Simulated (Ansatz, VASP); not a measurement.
Two plane-wave programs on Si

```
Si
1.0
     0.00000    2.25246    2.25246
     2.25246    0.00000    2.25246
     2.25246    2.25246    0.00000
Si
2
Direct
  0.87500 0.87500 0.87500
  0.12500 0.12500 0.12500
```

Change from the starting cell: volume scaled by 0.58, PAW files.

Alike in both runs: task single point; functional LDA; k mesh 12 × 12 × 12; occupations fermi-dirac, width 0.08 eV; no spin polarisation.

|  | VASP | Ansatz |
| --- | --- | --- |
| version | VASP 6.6.1 | Ansatz 0.2.0 |
| potentials or method | VASP PAW LDA potentials, release 64 (Si) | PAW with Ansatz's default frozen-core files, scalar-relativistic |
| plane-wave cutoff (eV) | 500 | 420 |
| valence electrons in the cell | 8 | 8 |

VASP gave:

```
pressure (GPa) : 152.1
```

Q: Which values does Ansatz return?

A: Pressure (GPa): 151.5.

LDA's correlation is that of Perdew and Zunger in VASP and of Perdew and Wang (1992) in Ansatz. Both programs put the cell under a high pressure, so it lies far from rest at this level.

Noted on VASP's run: the cell as given lies far from equilibrium.
